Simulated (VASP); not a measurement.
W:

```
W
1.0
     0.00000    2.03000    2.03000
     2.03000    0.00000    2.03000
     2.03000    2.03000    0.00000
W
1
Direct
  0.00000 0.00000 0.00000
```

Program: VASP 6.6.1. Alike in all runs: no spin polarisation; cell as given; k mesh 14 × 14 × 14; cutoff (eV) 520; smearing fermi-dirac 0.05 eV.

Question: Order these runs on this cell by their pressure, lowest first.
A. level PBE; potentials or basis VASP PAW PBE potentials, release 64 (W_sv)
B. level r2SCAN; potentials or basis VASP PAW PBE potentials, release 64 (W_sv)
C. level LDA; potentials or basis VASP PAW LDA potentials, release 64 (W_sv)
D. level revPBE; potentials or basis VASP PAW PBE potentials, release 64 (W_sv)

Answer: C (-16.4 GPa), B (-7.9 GPa), A (-4.3 GPa), D (-1.7 GPa).

Caveats: the PAW data sets were made with another functional, which shifts forces and pressure a little (some runs).
